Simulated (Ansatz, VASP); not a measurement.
Two plane-wave programs on C

```
CELL_PARAMETERS angstrom
0.00000 1.76234 1.76234
1.76234 0.00000 1.76234
1.76234 1.76234 0.00000
ATOMIC_POSITIONS crystal
C 0.00000 0.00000 0.00000
C 0.25000 0.25000 0.25000
```

Change from the starting cell: strained cell.

Alike in both runs: functional r2SCAN; k mesh 10 × 10 × 10; occupations gaussian, width 0.02 eV; no spin polarisation.

Ansatz relaxed the structure, and its values are those at the end. VASP's run is a single point on that final structure, the one shown.

```csv
,VASP,Ansatz
version,VASP 6.6.1,Ansatz 0.2.0
potentials or method,"VASP PAW PBE potentials, release 64 (C), cutoff 660 eV","scalar-relativistic, plane waves, PAW"
valence electrons in the cell,8,8
```

Ansatz gave:

| Property | Result |
| --- | --- |
| gap on the k mesh at the Fermi level (eV) | 4.48 |
| least direct gap on the mesh (eV) | 5.98 |
| pressure (GPa) | 14.3 |

Task: What did VASP give for the same quantities?

Result: gap on the k mesh at the Fermi level (eV): 4.45; least direct gap on the mesh (eV): 5.93; pressure (GPa): 14.6.

VASP's potentials were made for PBE, not for r2SCAN. Ansatz's warnings: stress scf threshold loose.
